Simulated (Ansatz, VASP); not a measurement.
One calculation of C, two programs

```
C
1.0
     0.00000    1.76580    1.76580
     1.76580    0.00000    1.76580
     1.76580    1.76580    0.00000
C
2
Direct
  0.00000 0.00000 0.00000
  0.25000 0.25000 0.25000
```

Alike in both runs: functional LDA; k mesh 10 × 10 × 10; occupations gaussian, width 0.1 eV; no spin polarisation.

Ansatz relaxed the structure, and its values are those at the end. VASP's run is a single point on that final structure, the one shown.

|  | VASP | Ansatz |
| --- | --- | --- |
| version | VASP 6.6.1 | Ansatz 0.2.0 |
| potentials or method | VASP PAW LDA potentials, release 64 (C), cutoff 600 eV | scalar-relativistic, plane waves, PAW |
| valence electrons in the cell | 8 | 8 |

|  | VASP | Ansatz | Ansatz less VASP |
| --- | --- | --- | --- |
| gap on the k mesh at the Fermi level (eV) | 4.20 | 4.21 | +0.007 |
| least direct gap on the mesh (eV) | 5.63 | 5.62 | -0.004 |
| pressure (GPa) | 0.9 | -0.1 | -0.95 |

Ansatz warns that its potentials were made for another functional, while VASP's fit it. LDA's correlation is that of Perdew and Zunger in VASP and of Perdew and Wang (1992) in Ansatz.
